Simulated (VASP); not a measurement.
# InP (Fm-3m) in VASP: a series of runs, part 2 of 2

VASP 6.6.1. The steps go on from the part before.

### Step 3. Vibrations by perturbation theory, LDA (phonons at volume x 1.02)

Contents of INCAR:

```
ALGO = Normal
EDIFF = 1E-8
ENCUT = 520
GGA = CA
IBRION = 8
ISIF = 2
ISMEAR = -1
LASPH = True
LCHARG = True
LREAL = False
LWAVE = False
NELM = 80
NSW = 1
PREC = Accurate
SIGMA = 0.15
```

Contents of KPOINTS:

```
k-points
0
Gamma
  14 14 14
```

Contents of POSCAR:

```
InP
1.0
    0.0000000000      2.7275774690      2.7275774690
    2.7275774690      0.0000000000      2.7275774690
    2.7275774690      2.7275774690      0.0000000000
In P
1 1
Direct
    0.0000000000      0.0000000000      0.0000000000
    0.5000000000      0.5000000000      0.5000000000
```

Potentials or basis: VASP PAW LDA potentials, release 64 (In_d, P).

Command:

```sh
$ cat potpaw_LDA.64/In_d/POTCAR potpaw_LDA.64/P/POTCAR > POTCAR
$ mpirun -np 1 vasp_std > vasp.out
```

OUTCAR:

```text
EDIFF = 1E-8
   ENCUT = 520
   GGA = CA
   IBRION = 8
   ISIF = 2
   ISMEAR = -1
   LASPH = True
   LREAL = False
   NELM = 80
   NSW = 1
   PREC = Accurate

 ion  position               nearest neighbor table
   1  0.000  0.000  0.000-   2 2.73   2 2.73   2 2.73   2 2.73   2 2.73   2 2.73
   2  0.500  0.500  0.500-   1 2.73   1 2.73   1 2.73   1 2.73   1 2.73   1 2.73

  LATTYP: Found a face centered cubic cell.
 ALAT       =     5.4551549380

  Lattice vectors:

 A1 = (   0.0000000000,   2.7275774690,   2.7275774690)
 A2 = (   2.7275774690,   0.0000000000,   2.7275774690)
 A3 = (   2.7275774690,   2.7275774690,   0.0000000000)

Analysis of symmetry for initial positions (statically):
=====================================================================
 Subroutine PRICEL returns:
 Original cell was already a primitive cell.

 Routine SETGRP: Setting up the symmetry group for a
 face centered cubic supercell.

 Subroutine GETGRP returns: Found 48 space group operations
 (whereof 48 operations were pure point group operations)
 out of a pool of 48 trial point group operations.

The static configuration has the point symmetry O_h .

Analysis of symmetry for dynamics (positions and initial velocities):
=====================================================================
 Subroutine PRICEL returns:
 Original cell was already a primitive cell.

 Routine SETGRP: Setting up the symmetry group for a
 face centered cubic supercell.

 Subroutine GETGRP returns: Found 48 space group operations
 (whereof 48 operations were pure point group operations)
 out of a pool of 48 trial point group operations.

The dynamic configuration has the point symmetry O_h .

 Subroutine INISYM returns: Found 48 space group operations
 (whereof 48 operations are pure point group operations),
 and found     1 'primitive' translations

----------------------------------------------------------------------------------------

                                     Primitive cell

  volume of cell :      40.5846

  direct lattice vectors                    reciprocal lattice vectors
     0.000000000  2.727577469  2.727577469    -0.183312850  0.183312850  0.183312850
     2.727577469  0.000000000  2.727577469     0.183312850 -0.183312850  0.183312850
     2.727577469  2.727577469  0.000000000     0.183312850  0.183312850 -0.183312850

  length of vectors
     3.857377049  3.857377049  3.857377049     0.317507170  0.317507170  0.317507170

  position of ions in fractional coordinates (direct lattice)
     0.000000000  0.000000000  0.000000000
     0.500000000  0.500000000  0.500000000

  ion indices of the primitive-cell ions
   primitive index   ion index
                 1           1
                 2           2

[... 498 lines left out ...]
      1      -6.8987      2.00000
      2      -6.8041      2.00000
      3      -6.7908      2.00000
      4      -6.7287      2.00000
      5      -6.7121      2.00000
      6      -3.9294      2.00000
      7       3.5607      2.00000
      8       6.3602      1.99856
      9       6.6876      1.98729
     10       9.7276      0.00000
     11      11.9979      0.00000
     12      13.0929      0.00000
     13      13.9143      0.00000

 [... further k-points ...]

------------------------ aborting loop because EDIFF is reached ----------------------------------------

  FORCE on cell =-STRESS in cart. coord.  units (eV):
  Direction    XX          YY          ZZ          XY          YZ          ZX
  --------------------------------------------------------------------------------------
  -------------------------------------------------------------------------------------
  Total       -0.4091088     -0.4091088     -0.4091088      0.0000000      0.0000000      0.0000000
  in kB      -16.1505791    -16.1505791    -16.1505791      0.0000000      0.0000000      0.0000000
  external PRESSURE =     -16.1505791 kB  Pullay stress =       0.0000000 kB

 VOLUME and BASIS-vectors are now :
 -----------------------------------------------------------------------------
  energy-cutoff  :      520.00
  volume of cell :       40.58
      direct lattice vectors                 reciprocal lattice vectors
     0.000000000  2.727577469  2.727577469    -0.183312850  0.183312850  0.183312850
     2.727577469  0.000000000  2.727577469     0.183312850 -0.183312850  0.183312850
     2.727577469  2.727577469  0.000000000     0.183312850  0.183312850 -0.183312850

 POSITION                                       TOTAL-FORCE (eV/Angst)
 -----------------------------------------------------------------------------------
      0.00000      0.00000      0.00000        -0.000000      0.000000      0.000000
      2.72758      2.72758      2.72758         0.000000     -0.000000     -0.000000
 -----------------------------------------------------------------------------------
    total drift:                               -0.000000      0.000000      0.000000

  FREE ENERGIE OF THE ION-ELECTRON SYSTEM (eV)
  ---------------------------------------------------
  free  energy   TOTEN  =        -9.3523479310 eV

  energy  without entropy=       -9.2841947906  energy(sigma->0) =       -9.31827136

[... ionic steps 2 to 3 ...]

--------------------------------------- Ionic step        4  -------------------------------------------

------------------------ aborting loop because EDIFF is reached ----------------------------------------

[... ionic steps 5 to 6 ...]

--------------------------------------- Ionic step        7  -------------------------------------------

 Free energy of the ion-electron system (eV)
  ---------------------------------------------------
  ---------------------------------------------------
  free energy    TOTEN  =        -0.04738949 eV

  energy without entropy =       -0.04738949

------------------------ aborting loop because EDIFF is reached ----------------------------------------

 INTERNAL STRAIN TENSOR  FOR ION    2  DIRECTION 1   (eV/Angst):
 -----------------------------------------------------------------------------
    -0.05046 -0.00000 -0.00000
     0.00000  0.03344 -0.00000
     0.00000 -0.00000  0.03344

 INTERNAL STRAIN TENSOR FOR ION    2 for displacements in x,y,z  (eV/Angst):
          X           Y           Z          XY          YZ          ZX
  --------------------------------------------------------------------------------
  x     0.00000     0.00000     0.00000     0.00000     0.00000     0.00000
  y     0.00000     0.00000     0.00000     0.00000     0.00000     0.00000
  z     0.00000     0.00000     0.00000     0.00000     0.00000     0.00000

 SECOND DERIVATIVES (NOT SYMMETRIZED)
 ------------------------------------
               1X          1Y          1Z          2X          2Y          2Z
  1X    -2.425723    0.000000    0.000000    2.425723    0.000000    0.000000
  1Y     0.000000   -2.425723    0.000000    0.000000    2.425723    0.000000
  1Z     0.000000    0.000000   -2.425723    0.000000    0.000000    2.425723
  2X     2.434111    0.000000    0.000000   -2.434111    0.000000    0.000000
  2Y     0.000000    2.434111    0.000000    0.000000   -2.434111    0.000000
  2Z     0.000000    0.000000    2.434111    0.000000    0.000000   -2.434111

 Eigenvectors and eigenvalues of the dynamical matrix
 ----------------------------------------------------

   1 f  =    4.936560 THz    31.017322 2PiTHz  164.665923 cm-1    20.415963 meV
             X         Y         Z           dx          dy          dz
      0.000000  0.000000  0.000000     0.000000   -0.460297   -0.000000
      2.727577  2.727577  2.727577     0.000000    0.887765   -0.000000
[... 21 lines left out ...]
   6 f/i=    0.003482 THz     0.021877 2PiTHz    0.116140 cm-1     0.014400 meV
             X         Y         Z           dx          dy          dz
      0.000000  0.000000  0.000000     0.127914   -0.853063   -0.209874
      2.727577  2.727577  2.727577     0.066322   -0.442305   -0.108817

--------------------------------------------------------------------------------------------------------

 ELASTIC MODULI CONTR FROM IONIC RELAXATION (kBar)
 Direction    XX          YY          ZZ          XY          YZ          ZX
 --------------------------------------------------------------------------------
 XX           0.0000      0.0000      0.0000      0.0000      0.0000      0.0000
 YY           0.0000      0.0000      0.0000      0.0000      0.0000      0.0000
 ZZ           0.0000      0.0000      0.0000      0.0000      0.0000      0.0000
 XY           0.0000      0.0000      0.0000      0.0000      0.0000      0.0000
 YZ           0.0000      0.0000      0.0000      0.0000      0.0000      0.0000
 ZX           0.0000      0.0000      0.0000      0.0000      0.0000      0.0000
 --------------------------------------------------------------------------------
```

OSZICAR:

```text
N       E                     dE             d eps       ncg     rms          rms(c)
DAV:   1     0.109341509565E+03    0.10934E+03   -0.87869E+03  2729   0.166E+03
DAV:   2    -0.236696837001E+01   -0.11171E+03   -0.10815E+03  2859   0.341E+02
DAV:   3    -0.946532744518E+01   -0.70984E+01   -0.69438E+01  3540   0.873E+01
DAV:   4    -0.964720224206E+01   -0.18187E+00   -0.18130E+00  3247   0.139E+01
[... 45 lines left out ...]
RMM:  10    -0.473895754799E-01    0.23149E-06   -0.98858E-08 12409   0.206E-04    0.224E-04
RMM:  11    -0.473895687077E-01    0.67722E-08   -0.26437E-07 12745   0.858E-05    0.202E-04
RMM:  12    -0.473895037774E-01    0.64930E-07    0.11859E-08 12021   0.518E-05    0.796E-05
RMM:  13    -0.473894915334E-01    0.12244E-07   -0.10532E-07 12260   0.249E-05    0.397E-05
RMM:  14    -0.473894948303E-01   -0.32969E-08    0.38742E-09 10359   0.146E-05    0.166E-06
 Linear response finished
```

It took 4.6 min on 1 thread of AMD EPYC 9R45 (Zen 5), shared host; peak memory 0.36 GiB.

What came out:

```
Highest phonon frequency at Γ, LO-TO splitting left out : 165 cm⁻¹
```

Phonon frequencies in cm⁻¹ (negative: imaginary):
```csv
q point,frequencies
"(0.000, 0.000, 0.000)",0 0 0 165 165 165
```

Caveat: the cell differs from its parent crystal (phonons at volume x 1.02); the cell wasn't relaxed at this level first, which shifts response properties; spin-orbit coupling is left out, which moves the levels of the heavy elements.

### Step 4. Vibrations by perturbation theory, LDA

This run uses another cell than the first one, of 17.44 Å³/atom, 0.877 times its volume.

Contents of INCAR:

```
SYSTEM = InP
  ALGO = Normal
  EDIFF = 1E-8
  ENCUT = 520
  IBRION = 8
  ISIF = 2
  ISMEAR = -1
  LASPH = .TRUE.
  LCHARG = .TRUE.
  LREAL = .FALSE.
  LWAVE = .FALSE.
  NELM = 80
  NSW = 1
  PREC = Accurate
  SIGMA = 0.15
```

Contents of KPOINTS:

```
k-points
0
G
  14 14 14
  0 0 0
```

Contents of POSCAR:

```
InP
1.0
    0.0000000000      2.5931830765      2.5931830765
    2.5931830765      0.0000000000      2.5931830765
    2.5931830765      2.5931830765      0.0000000000
In P
1 1
Direct
    0.0000000000      0.0000000000      0.0000000000
    0.5000000000      0.5000000000      0.5000000000
```

Potentials or basis: VASP PAW LDA potentials, release 64 (In_d, P).

Command:

```sh
$ cat potpaw_LDA.64/In_d/POTCAR potpaw_LDA.64/P/POTCAR > POTCAR
$ mpirun -np 1 vasp_std > vasp.out
```

OUTCAR:

```text
SYSTEM = InP
   EDIFF = 1E-8
   ENCUT = 520
   IBRION = 8
   ISIF = 2
   ISMEAR = -1
   LASPH = .TRUE.
   LREAL = .FALSE.
   NELM = 80
   NSW = 1
   PREC = Accurate

 ion  position               nearest neighbor table
   1  0.000  0.000  0.000-   2 2.59   2 2.59   2 2.59   2 2.59   2 2.59   2 2.59
   2  0.500  0.500  0.500-   1 2.59   1 2.59   1 2.59   1 2.59   1 2.59   1 2.59

  LATTYP: Found a face centered cubic cell.
 ALAT       =     5.1863661530

  Lattice vectors:

 A1 = (   0.0000000000,   2.5931830765,   2.5931830765)
 A2 = (   2.5931830765,   0.0000000000,   2.5931830765)
 A3 = (   2.5931830765,   2.5931830765,   0.0000000000)

Analysis of symmetry for initial positions (statically):
=====================================================================
 Subroutine PRICEL returns:
 Original cell was already a primitive cell.

 Routine SETGRP: Setting up the symmetry group for a
 face centered cubic supercell.

 Subroutine GETGRP returns: Found 48 space group operations
 (whereof 48 operations were pure point group operations)
 out of a pool of 48 trial point group operations.

The static configuration has the point symmetry O_h .

Analysis of symmetry for dynamics (positions and initial velocities):
=====================================================================
 Subroutine PRICEL returns:
 Original cell was already a primitive cell.

 Routine SETGRP: Setting up the symmetry group for a
 face centered cubic supercell.

 Subroutine GETGRP returns: Found 48 space group operations
 (whereof 48 operations were pure point group operations)
[... 568 lines left out ...]
    total drift:                               -0.000000      0.000000      0.000000

  FREE ENERGIE OF THE ION-ELECTRON SYSTEM (eV)
  ---------------------------------------------------
  free  energy   TOTEN  =        -9.1338300892 eV

  energy  without entropy=       -9.0758375664  energy(sigma->0) =       -9.10483383

[... ionic steps 2 to 3 ...]

--------------------------------------- Ionic step        4  -------------------------------------------

------------------------ aborting loop because EDIFF is reached ----------------------------------------

[... ionic steps 5 to 6 ...]

--------------------------------------- Ionic step        7  -------------------------------------------

 Free energy of the ion-electron system (eV)
  ---------------------------------------------------
  ---------------------------------------------------
  free energy    TOTEN  =        -0.04762184 eV

  energy without entropy =       -0.04762184

------------------------ aborting loop because EDIFF is reached ----------------------------------------

 INTERNAL STRAIN TENSOR  FOR ION    2  DIRECTION 1   (eV/Angst):
 -----------------------------------------------------------------------------
    -0.06312  0.00000 -0.00000
     0.00000  0.03712  0.00000
     0.00000  0.00000  0.03712

 INTERNAL STRAIN TENSOR FOR ION    2 for displacements in x,y,z  (eV/Angst):
          X           Y           Z          XY          YZ          ZX
  --------------------------------------------------------------------------------
  x     0.00000     0.00000     0.00000     0.00000     0.00000     0.00000
  y     0.00000     0.00000     0.00000     0.00000     0.00000     0.00000
  z     0.00000     0.00000     0.00000     0.00000     0.00000     0.00000

 SECOND DERIVATIVES (NOT SYMMETRIZED)
 ------------------------------------
               1X          1Y          1Z          2X          2Y          2Z
  1X    -5.736430    0.000000    0.000000    5.736430    0.000000    0.000000
  1Y     0.000000   -5.736430    0.000000    0.000000    5.736430    0.000000
  1Z     0.000000    0.000000   -5.736430    0.000000    0.000000    5.736430
  2X     5.716910    0.000000    0.000000   -5.716910    0.000000    0.000000
  2Y     0.000000    5.716910    0.000000    0.000000   -5.716910    0.000000
  2Z     0.000000    0.000000    5.716910    0.000000    0.000000   -5.716910

 Eigenvectors and eigenvalues of the dynamical matrix
 ----------------------------------------------------

   1 f  =    7.570968 THz    47.569792 2PiTHz  252.540296 cm-1    31.310992 meV
             X         Y         Z           dx          dy          dz
      0.000000  0.000000  0.000000     0.461543   -0.000000   -0.000000
      2.593183  2.593183  2.593183    -0.887118   -0.000000   -0.000000
[... 21 lines left out ...]
   6 f/i=    0.005283 THz     0.033195 2PiTHz    0.176226 cm-1     0.021849 meV
             X         Y         Z           dx          dy          dz
      0.000000  0.000000  0.000000    -0.047205    0.196464    0.863801
      2.593183  2.593183  2.593183    -0.024560    0.102215    0.449411

--------------------------------------------------------------------------------------------------------

 ELASTIC MODULI CONTR FROM IONIC RELAXATION (kBar)
 Direction    XX          YY          ZZ          XY          YZ          ZX
 --------------------------------------------------------------------------------
 XX           0.0000      0.0000      0.0000      0.0000      0.0000      0.0000
 YY           0.0000      0.0000      0.0000      0.0000      0.0000      0.0000
 ZZ           0.0000      0.0000      0.0000      0.0000      0.0000      0.0000
 XY           0.0000      0.0000      0.0000      0.0000      0.0000      0.0000
 YZ           0.0000      0.0000      0.0000      0.0000      0.0000      0.0000
 ZX           0.0000      0.0000      0.0000      0.0000      0.0000      0.0000
 --------------------------------------------------------------------------------
```

stdout:

```text
POSCAR found type information on POSCAR InP
 POSCAR found :  2 types and       2 ions
 scaLAPACK will be used
 LDA part: xc-table for (Slater(with rela. corr.)+CA(PZ))
 , standard interpolation
 POSCAR, INCAR and KPOINTS ok, starting setup
 FFT: planning ... GRIDC
 FFT: planning ... GRID_SOFT
 FFT: planning ... GRID
 WAVECAR not read
 entering main loop
 Linear response reoptimize wavefunctions to high precision
 Linear response DOF=           2
 Linear response progress:
 first order change of Fermi-energy  -0.56012E-03
 force on displaced ion       1 direction 1 :  -5.736   0.000   0.000
 Linear response progress:
 first order change of Fermi-energy   0.16525E-02
 force on displaced ion       2 direction 1 :  -5.717   0.000   0.000
 Linear response finished
```

Wall time 5.4 min (1 thread of Intel Xeon Platinum 8259CL at 2.50GHz (Skylake/Cascade Lake), shared host); peak memory 0.35 GiB.

What came out:

```yaml
Highest_phonon_frequency_at_Γ_LO-TO_splitting_left_out: 253 cm⁻¹
```

Phonon frequencies in cm⁻¹ (negative: imaginary):
```
              q point        frequencies
(0.000, 0.000, 0.000)  0 0 0 253 253 253
```

Caveat: the cell wasn't relaxed at this level first, which shifts response properties; spin-orbit coupling is left out, which moves the levels of the heavy elements.
